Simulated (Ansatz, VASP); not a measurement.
**Ge in VASP and in Ansatz**

```
CELL_PARAMETERS angstrom
3.80343 0.00000 0.00000
0.00000 3.80343 0.00000
0.00000 0.00000 2.76648
ATOMIC_POSITIONS crystal
Ge 0.50000 0.00000 0.50347
Ge 0.00000 0.50000 0.49653
```

Alike in both runs: functional PBE; k mesh 6 × 6 × 6; occupations gaussian, width 0.1 eV; no spin polarisation.

Ansatz relaxed the structure, and its values are those at the end. VASP's run is a single point on that final structure, the one shown.

```csv
,VASP,Ansatz
version,VASP 6.6.1,Ansatz 0.2.0
potentials or method,"VASP PAW PBE potentials, release 64 (Ge_d), cutoff 520 eV","scalar-relativistic, plane waves, PAW"
valence electrons in the cell,28,28
```

```csv
,VASP,Ansatz,Ansatz less VASP
gap on the k mesh at the Fermi level (eV),none,none,-
pressure (GPa),-0.1,0.0,+0.10
```

A gap of «none» marks a metal or a gap that the smearing closes.

The k mesh is coarse, so the values compare programs but aren't converged.
